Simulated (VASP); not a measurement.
In3Sb2As, 6 atoms in the cell. It takes space group I4mm (No. 107, tetragonal). The conventional cell has a = 5.762 Å, b = 5.762 Å, c = 12.098 Å, α = 90.00°, β = 90.00°, γ = 90.00°. In (site symmetry 2mm) has 2 As at 2.91 Å and 2 Sb at 3.02 to 3.03 Å and 2 In at 3.69 Å within 3.8 Å. In (site symmetry 4mm) has 1 As at 2.74 Å and 4 Sb at 2.97 Å and 4 In at 3.69 Å within 3.7 Å. Sb (site symmetry 2mm) has 4 In at 2.97 to 3.03 Å and 2 As at 3.87 Å within 3.9 Å. As (site symmetry 4mm) has 5 In at 2.74 to 2.91 Å within 3.6 Å. The cell was generated, and may not be a known phase.

* Program: VASP 6.6.1
* Task: single point
* Functional: PBE
* Potentials or basis: VASP PAW PBE potentials, release 64 (In_d, Sb, As)
* Cutoff: 520 eV
* k mesh: 4 × 4 × 4
* Occupations: gaussian, width 0.2 eV
* Spin: no spin polarisation
* Dipole correction: no
* Further INCAR settings: ALGO = Normal; EDIFF = 1e-06; NBANDS = 36

Potentials or basis: VASP PAW PBE potentials, release 64 (In_d, Sb, As).

Launch:

```console
$ cat potpaw_PBE.64/In_d/POTCAR potpaw_PBE.64/Sb/POTCAR potpaw_PBE.64/As/POTCAR > POTCAR
$ mpirun -np 1 vasp_std > vasp.out
```

Hardware: 1 thread of Intel(R) Xeon(R) Platinum 8488C (Sapphire Rapids), on a shared host.

Problem. Estimate the wall time of this run.

Solution. Run time: 100 s on 1 thread of Intel(R) Xeon(R) Platinum 8488C (Sapphire Rapids) (shared host), peak memory 0.41 GiB. Counts: scf iterations 15, k points 13.
